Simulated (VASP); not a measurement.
# BP (F-43m) in VASP: notebook

BP is run at these levels: PBE; tasks: single point.

Everything below comes from runs of VASP 6.6.1. Logs are shortened: lines on timing, memory, paths and dates and some standing lists are left out, and cuts for length are marked.

**1. The cell of the first run**

The structure is cubic, space group F-43m (No. 216). The conventional cell has a = 4.359 Å, b = 4.359 Å, c = 4.359 Å, α = 90.00°, β = 90.00°, γ = 90.00°. Within 2.5 Å of B (site symmetry -43m) lie 4 P at 1.89 Å. P (site symmetry -43m) has 4 B at 1.89 Å within 2.5 Å.

**2. Single point, PBE (volume scaled by 0.88)**

INCAR

```
ALGO     = Normal         # electronic algorithm
EDIFF    = 1E-6           # SCF threshold, eV
ENCUT    = 520            # plane-wave cutoff, eV
GGA      = PE             # functional
ISIF     = 2              # what is computed and relaxed
ISMEAR   = 0              # smearing method
LASPH    = T              # aspherical terms in the spheres
LCHARG   = T              # write CHGCAR
LELF     = T              # ELF
LREAL    = F              # projectors in reciprocal space
LVHAR    = T            
LWAVE    = F              # write WAVECAR
NBANDS   = 11             # bands
NELM     = 80             # most SCF steps
PREC     = Accurate       # precision mode
SIGMA    = 0.02           # smearing width, eV
```

KPOINTS

```
k-points
0
Gamma
  10 10 10
```

POSCAR

```
BP
1.0
    0.0000000000      2.1792833385      2.1792833385
    2.1792833385      0.0000000000      2.1792833385
    2.1792833385      2.1792833385      0.0000000000
B P
1 1
Direct
    0.0000000000      0.0000000000      0.0000000000
    0.2500000000      0.2500000000      0.2500000000
```

Potentials or basis: VASP PAW PBE potentials, release 64 (B, P).

On the command line:

```
$ cat potpaw_PBE.64/B/POTCAR potpaw_PBE.64/P/POTCAR > POTCAR
$ mpirun -np 1 vasp_std > vasp.out
```

OUTCAR:

```text
EDIFF = 1E-6
   ENCUT = 520
   GGA = PE
   ISIF = 2
   ISMEAR = 0
   LASPH = T
   LREAL = F
   NELM = 80
   PREC = Accurate

 ion  position               nearest neighbor table
   1  0.000  0.000  0.000-   2 1.89   2 1.89   2 1.89   2 1.89
   2  0.250  0.250  0.250-   1 1.89   1 1.89   1 1.89   1 1.89

  LATTYP: Found a face centered cubic cell.
 ALAT       =     4.3585666770

  Lattice vectors:

 A1 = (   0.0000000000,   2.1792833385,   2.1792833385)
 A2 = (   2.1792833385,   0.0000000000,   2.1792833385)
 A3 = (   2.1792833385,   2.1792833385,   0.0000000000)

Analysis of symmetry for initial positions (statically):
=====================================================================
 Subroutine PRICEL returns:
 Original cell was already a primitive cell.

 Routine SETGRP: Setting up the symmetry group for a
 face centered cubic supercell.

 Subroutine GETGRP returns: Found 24 space group operations
 (whereof 24 operations were pure point group operations)
 out of a pool of 48 trial point group operations.

The static configuration has the point symmetry T_d .

Analysis of symmetry for dynamics (positions and initial velocities):
=====================================================================
 Subroutine PRICEL returns:
 Original cell was already a primitive cell.

 Routine SETGRP: Setting up the symmetry group for a
 face centered cubic supercell.

 Subroutine GETGRP returns: Found 24 space group operations
 (whereof 24 operations were pure point group operations)
 out of a pool of 48 trial point group operations.

The dynamic configuration has the point symmetry T_d .

 Subroutine INISYM returns: Found 24 space group operations
 (whereof 24 operations are pure point group operations),
 and found     1 'primitive' translations

----------------------------------------------------------------------------------------

                                     Primitive cell

  volume of cell :      20.7000

  direct lattice vectors                    reciprocal lattice vectors
     0.000000000  2.179283338  2.179283338    -0.229433223  0.229433223  0.229433223
     2.179283338  0.000000000  2.179283338     0.229433223 -0.229433223  0.229433223
     2.179283338  2.179283338  0.000000000     0.229433223  0.229433223 -0.229433223

  length of vectors
     3.081972054  3.081972054  3.081972054     0.397389999  0.397389999  0.397389999

  position of ions in fractional coordinates (direct lattice)
     0.000000000  0.000000000  0.000000000
     0.250000000  0.250000000  0.250000000

  ion indices of the primitive-cell ions
   primitive index   ion index
                 1           1
                 2           2

----------------------------------------------------------------------------------------

 KPOINTS: k-points

Automatic generation of k-mesh.
 Grid dimensions read from file:
 generate k-points for:   10   10   10

 Generating k-lattice:

  Cartesian coordinates                     Fractional coordinates (reciprocal lattice)
    -0.022943322  0.022943322  0.022943322     0.100000000  0.000000000  0.000000000
     0.022943322 -0.022943322  0.022943322     0.000000000  0.100000000  0.000000000
     0.022943322  0.022943322 -0.022943322     0.000000000  0.000000000  0.100000000

  Length of vectors
     0.039739000  0.039739000  0.039739000

  Shift w.r.t. Gamma in fractional coordinates (k-lattice)
     0.000000000  0.000000000  0.000000000

 Subroutine IBZKPT returns following result:
 ===========================================

 Found     47 irreducible k-points:

 Following reciprocal coordinates:
            Coordinates               Weight
  0.000000  0.000000  0.000000      1.000000
  0.100000  0.000000  0.000000      8.000000
  0.200000  0.000000  0.000000      8.000000
  0.300000  0.000000  0.000000      8.000000
  0.400000  0.000000  0.000000      8.000000
  0.500000  0.000000  0.000000      4.000000
[... 16 lines left out ...]
  0.300000  0.300000  0.000000      6.000000
  0.400000  0.300000  0.000000     24.000000
 [... further k-points ...]
   k-points           NKPTS =     47   k-points in BZ     NKDIM =     47   number of bands    NBANDS=     11
   number of dos      NEDOS =    301   number of ions     NIONS =      2
   total plane-waves  NPLWV =  13824
   dimension x,y,z NGX =    24 NGY =   24 NGZ =   24
   dimension x,y,z NGXF=    48 NGYF=   48 NGZF=   48
   ions per type =               1   1
   NGX,Y,Z   is equivalent  to a cutoff of  12.95, 12.95, 12.95 a.u.
   NGXF,Y,Z  is equivalent  to a cutoff of  25.89, 25.89, 25.89 a.u.
 SYSTEM =  unknown system
   PREC   = accura    normal or accurate (medium, high low for compatibility)
   ISTART =      0    job   : 0-new  1-cont  2-samecut
   ICHARG =      2    charge: 1-file 2-atom 10-const
   ISPIN  =      1    spin polarized calculation?
   LNONCOLLINEAR =      F non collinear calculations
   LSORBIT =      F    spin-orbit coupling
   LASPH  =      T    aspherical Exc in radial PAW
   ENCUT  =  520.0 eV  38.22 Ry    6.18 a.u.   5.73  5.73  5.73*2*pi/ulx,y,z
   NELM   =     80;   NELMIN=  2; NELMDL= -5     # of ELM steps
   EDIFF  = 0.1E-05   stopping-criterion for ELM
   LREAL  =      F    real-space projection
   EDIFFG = 0.1E-04   stopping-criterion for IOM
   NSW    =      0    number of steps for IOM
   IBRION =     -1    ionic relax: 0-MD 1-quasi-New 2-CG
   NFREE  =      0    steps in history (QN), initial steepest desc. (CG)
   ISIF   =      2    stress and relaxation
   ISYM   =      2    0-nonsym 1-usesym 2-fastsym
   POTIM  = 0.5000    time-step for ionic-motion
   TEBEG  =    0.0;   TEEND  =   0.0 temperature during run
   PSTRESS=    0.0 pullay stress
   NELECT =       8.0000    total number of electrons
   NUPDOWN=      -1.0000    fix difference up-down
   EMIN   =  10.00;   EMAX   =-10.00  energy-range for DOS
   EFERMI =   0.00;   METHOD = LEGACY
   ISMEAR =     0;   SIGMA  =   0.02  broadening in eV -4-tet -1-fermi 0-gaus
   EFERMI_NEDOS =   21; number of points for ismear=-14 and -15
   IALGO  =     38    algorithm
   IMIX   =      4    mixing-type and parameters
     AMIX     =   0.40;   BMIX     =  1.00
     AMIX_MAG =   1.60;   BMIX_MAG =  1.00
  volume/ion in A,a.u.               =      10.35        69.85
  Fermi-wavevector in a.u.,A,eV,Ry     =   1.192471  2.253443 19.347306  1.421987
  Thomas-Fermi vector in A             =   2.328508
   LORBIT       =      0    0 simple, 1 ext, 2 COOP (PROOUT), +10 PAW based schemes
   GGA     = PE    functional components
   LHFCALC =     F    Hartree Fock is set to
   AEXX    =    0.0000 exact exchange contribution
   IVDW    =     0    specifies the selected vdW correction
   LEPSILON=     F    determine dielectric tensor
   LRPA    =     F    only Hartree local field effects (RPA)
 non-spin polarized calculation
 Gauss-broadening in eV      SIGMA  =   0.02
  energy-cutoff  :      520.00
  volume of cell :       20.70
 maximum number of plane-waves:       568
   NGX = 11   NGY = 11   NGZ = 11

 number of electron       7.9999999 magnetization

 Free energy of the ion-electron system (eV)
  ---------------------------------------------------
  ext. energy  EPLUGINS =         0.00000000
  ---------------------------------------------------
  free energy    TOTEN  =       -12.72474123 eV

  energy without entropy =      -12.72474123  energy(sigma->0) =      -12.72474123

 E-fermi :   9.0194     XC(G=0): -11.4352

 val. band max:        8.9224954920   @ k =   0.0000   0.0000   0.0000
 cond. band min:       9.9908055390   @ k =   0.4000   0.4000   0.0000
 fundamental gap:      1.0683100470
 Fermi energy:         9.0193569677

 k-point     1 :       0.0000    0.0000    0.0000
  band No.  band energies     occupation
      1      -7.6561      2.00000
      2       8.9225      2.00000
      3       8.9225      2.00000
      4       8.9225      2.00000
      5      12.5358      0.00000
      6      12.5358      0.00000
      7      12.5358      0.00000
      8      18.2007      0.00000
      9      21.3302      0.00000
     10      21.4184      0.00000
     11      21.4184      0.00000

 k-point     2 :       0.1000    0.0000    0.0000
  band No.  band energies     occupation
      1      -7.4574      2.00000
      2       7.5298      2.00000
      3       8.5981      2.00000
      4       8.5981      2.00000
      5      12.9869      0.00000
      6      12.9869      0.00000
      7      13.0851      0.00000
      8      18.5795      0.00000
      9      20.6513      0.00000
     10      20.6513      0.00000
     11      21.9735      0.00000

 k-point     3 :       0.2000    0.0000    0.0000
  band No.  band energies     occupation
      1      -6.8675      2.00000
      2       5.0038      2.00000
      3       7.9907      2.00000
      4       7.9907      2.00000
      5      13.4861      0.00000
      6      13.7476      0.00000
      7      13.7476      0.00000
      8      19.3359      0.00000
      9      20.0034      0.00000
     10      20.0034      0.00000
     11      22.8998      0.00000

 k-point     4 :       0.3000    0.0000    0.0000
  band No.  band energies     occupation
      1      -5.9120      2.00000
      2       2.4309      2.00000
      3       7.4659      2.00000
      4       7.4659      2.00000
      5      13.5270      0.00000
      6      14.0014      0.00000
      7      14.0014      0.00000
      8      19.6954      0.00000
      9      20.7255      0.00000
     10      20.7255      0.00000
     11      23.3916      0.00000

 k-point     5 :       0.4000    0.0000    0.0000
  band No.  band energies     occupation
      1      -4.6910      2.00000
      2       0.1811      2.00000
      3       7.1363      2.00000
      4       7.1363      2.00000
      5      13.4787      0.00000
      6      13.8279      0.00000
      7      13.8279      0.00000
      8      19.5701      0.00000
      9      22.6694      0.00000
     10      22.6694      0.00000
     11      24.3867      0.00000
[... 211 lines left out ...]
 k-point    21 :      -0.3000    0.2000    0.0000
  band No.  band energies     occupation
      1      -4.4556      2.00000
      2       1.4015      2.00000
      3       3.8151      2.00000
      4       6.8272      2.00000
      5      12.9415      0.00000
      6      15.4161      0.00000
      7      16.5017      0.00000
      8      19.2160      0.00000
      9      19.5745      0.00000
     10      22.5030      0.00000
     11      27.0773      0.00000

 k-point    22 :      -0.2000    0.2000    0.0000
  band No.  band energies     occupation
      1      -5.5894      2.00000
      2       3.3785      2.00000
      3       4.2747      2.00000
      4       7.5863      2.00000
      5      13.6805      0.00000
      6      14.5789      0.00000
      7      15.8649      0.00000
      8      18.1365      0.00000
      9      18.5321      0.00000
     10      23.4976      0.00000
     11      26.4207      0.00000

 k-point    23 :       0.3000    0.3000    0.0000
  band No.  band energies     occupation
      1      -5.3163      2.00000
      2       3.9765      2.00000
      3       5.3467      2.00000
      4       5.3467      2.00000
      5      10.3599      0.00000
      6      12.7501      0.00000
      7      18.5855      0.00000
      8      18.5855      0.00000
      9      23.6428      0.00000
     10      23.8828      0.00000
     11      27.1599      0.00000

 k-point    24 :       0.4000    0.3000    0.0000
  band No.  band energies     occupation
      1      -4.3907      2.00000
      2       2.5012      2.00000
      3       4.4166      2.00000
      4       5.0256      2.00000
      5      10.6368      0.00000
      6      12.5011      0.00000
      7      19.2016      0.00000
      8      19.3329      0.00000
      9      24.3971      0.00000
     10      24.9158      0.00000
     11      27.8496      0.00000

 [... further k-points ...]
[... 5 lines left out ...]
  --------------------------------------------------------------------------------------
  -------------------------------------------------------------------------------------
  Total        3.3565021      3.3565021      3.3565021     -0.0000000      0.0000000     -0.0000000
  in kB      259.7923862    259.7923862    259.7923862     -0.0000000      0.0000000     -0.0000000
  external PRESSURE =     259.7923862 kB  Pullay stress =       0.0000000 kB

 VOLUME and BASIS-vectors are now :
 -----------------------------------------------------------------------------
  energy-cutoff  :      520.00
  volume of cell :       20.70
      direct lattice vectors                 reciprocal lattice vectors
     0.000000000  2.179283338  2.179283338    -0.229433223  0.229433223  0.229433223
     2.179283338  0.000000000  2.179283338     0.229433223 -0.229433223  0.229433223
     2.179283338  2.179283338  0.000000000     0.229433223  0.229433223 -0.229433223

 POSITION                                       TOTAL-FORCE (eV/Angst)
 -----------------------------------------------------------------------------------
      0.00000      0.00000      0.00000        -0.000000     -0.000000     -0.000000
      1.08964      1.08964      1.08964         0.000000      0.000000      0.000000
 -----------------------------------------------------------------------------------
    total drift:                                0.000000      0.000000      0.000000

  FREE ENERGIE OF THE ION-ELECTRON SYSTEM (eV)
  ---------------------------------------------------
  free  energy   TOTEN  =       -12.7247412342 eV

  energy  without entropy=      -12.7247412342  energy(sigma->0) =      -12.72474123
```

It took 27 s on 1 thread of AMD EPYC, shared host; peak memory 0.1 GiB.

What came out:

```yaml
Free_energy: -12.7247 eV
Pressure: 26.0 GPa
Band_gap_on_the_k_mesh: 1.07 eV, indirect (least direct gap 3.61 eV)
```

Levels at points of the mesh, in eV from the valence-band top:
```csv
k point,band 1,band 2,band 3,band 4,band 5,band 6,band 7,band 8
"(0.00, 0.00, 0.00)",-16.58,0.00,0.00,0.00,3.61,3.61,3.61,9.28
"(0.50, 0.00, 0.00)",-12.77,-9.94,-1.90,-1.90,4.53,4.79,4.79,10.54
"(0.50, 0.50, 0.00)",-11.07,-9.22,-4.56,-4.56,1.08,1.55,13.29,13.29
```

 A k mesh can miss the band edges.

**3. Single point, PBE (volume scaled by 0.91)**

INCAR

```
PREC = Accurate
ENCUT = 520
EDIFF = 1E-7
ISMEAR = 0
SIGMA = 0.02
LREAL = F
LASPH = T
NELM = 60
ALGO = Normal
ISIF = 2
LWAVE = F
LCHARG = T
GGA = PE
LELF = T
LVHAR = T
NBANDS = 11
```

KPOINTS

```
regular mesh
0
Gamma
  10 10 10
```

POSCAR

```
BP
1.0
    0.0000000000      2.2037717178      2.2037717178
    2.2037717178      0.0000000000      2.2037717178
    2.2037717178      2.2037717178      0.0000000000
B P
1 1
Direct
    0.0000000000      0.0000000000      0.0000000000
    0.2500000000      0.2500000000      0.2500000000
```

Potentials or basis: VASP PAW PBE potentials, release 64 (B, P).

On the command line:

```
$ cat potpaw_PBE.64/B/POTCAR potpaw_PBE.64/P/POTCAR > POTCAR
$ mpirun -np 1 vasp_std > vasp.out
```

Wall time 26 s (1 thread of AMD EPYC, shared host); peak memory 0.1 GiB.

Results (log left out):

```
Free energy            : -12.8214 eV
Pressure               : 18.0 GPa
Band gap on the k mesh : 1.12 eV, indirect (least direct gap 3.55 eV)
```

Levels at points of the mesh, in eV from the valence-band top:
```tsv
k point	band 1	band 2	band 3	band 4	band 5	band 6	band 7	band 8
(0.00, 0.00, 0.00)	-16.26	0.00	0.00	0.00	3.55	3.55	3.55	8.74
(0.50, 0.00, 0.00)	-12.59	-9.68	-1.86	-1.86	4.32	4.77	4.77	10.43
(0.50, 0.50, 0.00)	-10.94	-9.04	-4.43	-4.43	1.15	1.58	12.96	12.96
```

 A k mesh can miss the band edges.

**4. Single point, PBE (volume scaled by 1.10)**

INCAR

```
SYSTEM = BP
PREC = Accurate ; ENCUT = 520
EDIFF = 1E-6 ; ISMEAR = 0
SIGMA = 0.02 ; LREAL = .False.
LASPH = .True. ; NELM = 80
ALGO = Normal ; ISIF = 2
LWAVE = .False. ; LCHARG = .False.
GGA = PE ; NBANDS = 11
```

KPOINTS

```
regular mesh
0
Gamma
  10 10 10
  0 0 0
```

POSCAR

```
BP
1.0
    0.0000000000      2.3475618119      2.3475618119
    2.3475618119      0.0000000000      2.3475618119
    2.3475618119      2.3475618119      0.0000000000
B P
1 1
Direct
    0.0000000000      0.0000000000      0.0000000000
    0.2500000000      0.2500000000      0.2500000000
```

On the command line:

```
$ cat potpaw_PBE.64/B/POTCAR potpaw_PBE.64/P/POTCAR > POTCAR
$ mpirun -np 1 vasp_std > vasp.out
```

Run time: 37 s. Hardware: 1 thread of AMD EPYC, shared host; peak memory 0.12 GiB.

It converged, with:

```yaml
Free_energy: -12.8274 eV
Pressure: -13.0 GPa
Band_gap_on_the_k_mesh: 1.37 eV, indirect (least direct gap 3.27 eV)
```

Levels at points of the mesh, in eV from the valence-band top:
| k point | band 2 | band 3 | band 4 | band 5 | band 6 | band 7 |
| --- | --- | --- | --- | --- | --- | --- |
| (0.00, 0.00, 0.00) | 0.00 | 0.00 | 0.00 | 3.27 | 3.27 | 3.27 |
| (0.50, 0.00, 0.00) | -8.33 | -1.63 | -1.63 | 3.19 | 4.64 | 4.64 |
| (0.50, 0.50, 0.00) | -8.07 | -3.75 | -3.75 | 1.52 | 1.76 | 11.19 |

**5. Summary**

```tsv
cell	gap on the mesh (eV)	pressure (GPa)
a = 3.082 Å, angles 60.0°, 2 atoms	1.07	26.0
a = 3.117 Å, angles 60.0°, 2 atoms	1.12	18.0
a = 3.320 Å, angles 60.0°, 2 atoms	1.37	-13.0
```

Alike in all rows: task single point; level PBE; potentials or basis VASP PAW PBE potentials, release 64 (B, P); no spin polarisation; k mesh 10 × 10 × 10; cutoff (eV) 520; smearing gaussian 0.02 eV.

Total energies depend on the potentials used, so only differences within one code and one set of settings carry meaning.
